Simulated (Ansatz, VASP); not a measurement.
**KCl in VASP and in Ansatz**

```
K Cl
1.0
     0.00000    3.28234    3.02986
     3.28234    0.00000    3.02986
     3.28234    3.28234    0.00000
K Cl
1 1
Direct
  0.00000 0.00000 0.00000
  0.50000 0.50000 0.50000
```

Change from the starting cell: strain +0.040 along x and y, -0.040 along z, atoms carried along.

Alike in both runs: task single point; functional r2SCAN; k mesh 6 × 6 × 6; occupations gaussian, width 0.05 eV; no spin polarisation.

|  | VASP | Ansatz |
| --- | --- | --- |
| version | VASP 6.6.1 | Ansatz 0.2.0 |
| potentials or method | VASP PAW PBE potentials, release 64 (K_sv, Cl), cutoff 550 eV | scalar-relativistic, plane waves, PAW |
| valence electrons in the cell | 16 | 16 |

```tsv
	VASP	Ansatz	Ansatz less VASP
gap on the k mesh at the Fermi level (eV)	5.61	5.60	-0.004
least direct gap on the mesh (eV)	5.61	5.60	-0.004
pressure (GPa)	-0.5	-0.5	+0.01
traceless stress, the component that is largest in VASP (GPa)	2.03	2.01	-0.028
```

VASP's potentials were made for PBE, not for r2SCAN. With one functional, cell and mesh, what is left measures potentials, basis and numerics.
